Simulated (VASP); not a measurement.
Input of a VASP 6.6.1 run:

File POSCAR:

```
Cu
1.0
   -1.4427933200      1.4427933200      1.3760814500
    1.4427933200     -1.4427933200      1.3760814500
    1.4427933200      1.4427933200     -1.3760814500
Cu
1
Direct
    0.0000000000      0.0000000000      0.0000000000
```

The input INCAR.step1:

```
  PREC = Accurate
  ENCUT = 520
  ISMEAR = 0
  SIGMA = 0.1
  LREAL = False
  LASPH = True
  NELM = 100
  NBANDS = 12
  GGA = PE
  ALGO = Normal
  EDIFF = 1E-4
  LWAVE = True
  LCHARG = False
```

INCAR.step2

```
  PREC = Accurate
  ENCUT = 520
  EDIFF = 1E-7
  ISMEAR = 0
  SIGMA = 0.1
  LREAL = False
  LASPH = True
  NELM = 100
  ALGO = Normal
  ISIF = 2
  LWAVE = False
  LCHARG = True
  METAGGA = R2SCAN
  LMIXTAU = True
  LELF = True
  LVHAR = True
  NBANDS = 12
  ISTART = 1
```

The input KPOINTS:

```
regular mesh
0
Gamma
  20 20 20
```

Potentials or basis: VASP PAW PBE potentials, release 64 (Cu).

The run is started by

```bash
$ cat potpaw_PBE.64/Cu/POTCAR > POTCAR
$ cp INCAR.step1 INCAR
$ mpirun -np 1 vasp_std > vasp.out
$ cp INCAR.step2 INCAR
$ mpirun -np 1 vasp_std > vasp.out
```

Question: Estimate the pressure.

Answer: 0.9 GPa.

Stress tensor (GPa, compression positive):
```
1.09 0.00 0.00
0.00 1.09 0.00
0.00 0.00 0.67
```

Caveat: the PAW data sets were made with another functional, which shifts forces and pressure a little.
